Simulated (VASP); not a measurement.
Crystal: MgZn3Te4.

```
Mg Zn Te
1.0
     6.26457    0.00000    0.00000
     0.00000    6.26457    0.00000
     0.00000    0.00000    6.26457
Mg Zn Te
1 3 4
Direct
  0.00000 0.00000 0.00000
  0.00000 0.50000 0.50000
  0.50000 0.00000 0.50000
  0.50000 0.50000 0.00000
  0.25674 0.25674 0.74326
  0.25674 0.74326 0.25674
  0.74326 0.25674 0.25674
  0.74326 0.74326 0.74326
```

Base run:

```yaml
Program: VASP 6.6.1
Functional: PBE
Potentials_or_basis: VASP PAW PBE potentials, release 64 (Mg, Zn, Te)
Cutoff: 520 eV
k_mesh: 6 × 6 × 6
Occupations: gaussian, width 0.02 eV
Spin: no spin polarisation
```

Its results: band gap on the k mesh 1.24 eV; pressure 0.1 GPa; largest force 0.008 eV/Å.

Q: The run is repeated on the same cell with these changes: functional from PBE to r2SCAN. What comes out?

A: Band gap on the k mesh 1.77 eV; pressure -1.3 GPa; largest force 0.020 eV/Å.

Caveats: spin-orbit coupling is left out, which moves the levels of the heavy elements; the PAW data sets were made with another functional, which shifts forces and pressure a little (at least some runs).

A k mesh can miss the band edges.
